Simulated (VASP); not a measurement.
Set up this calculation in VASP 6.6.1, as the native input.

```yaml
Task: single point
Functional: PBEsol
Potentials_or_basis: VASP PAW PBE potentials, release 64 (Sn_d, Al)
Cutoff: 520 eV
k_mesh: 7 × 7 × 8
Occupations: gaussian, width 0.02 eV
Spin: no spin polarisation
Dipole_correction: no
Further_INCAR_settings: ALGO = Normal; EDIFF = 1e-06; NBANDS = 16
```

The structure of AlSn lies in POSCAR:

```
AlSn
1.0
    4.1981056200      0.0000000000      0.0000000000
   -2.0990528100      3.6356661147      0.0000000000
    0.0000000000      0.0000000000      3.3068470000
Sn Al
1 1
Direct
    0.0000000000      0.0000000000      0.5000000000
    0.6666666667      0.3333333333      0.0000000000
```

The input as run:

INCAR

```
PREC = Accurate
ENCUT = 520
EDIFF = 1E-6
ISMEAR = 0
SIGMA = 0.02
LREAL = False
LASPH = True
NELM = 60
ALGO = Normal
ISIF = 2
LWAVE = False
LCHARG = False
GGA = PS
NBANDS = 16
```

KPOINTS

```
Automatic mesh
0
Gamma
  7 7 8
```

Potentials or basis: VASP PAW PBE potentials, release 64 (Sn_d, Al).

Command:

```sh
$ cat potpaw_PBE.64/Sn_d/POTCAR potpaw_PBE.64/Al/POTCAR > POTCAR
$ mpirun -np 1 vasp_std > vasp.out
```

Results of the run:

* Pressure: -1.8 GPa

Caveat: the PAW data sets were made with another functional, which shifts forces and pressure a little.

It took 23 s on 1 thread of Intel Xeon 6975P-C (shared host), peak memory 0.19 GiB.
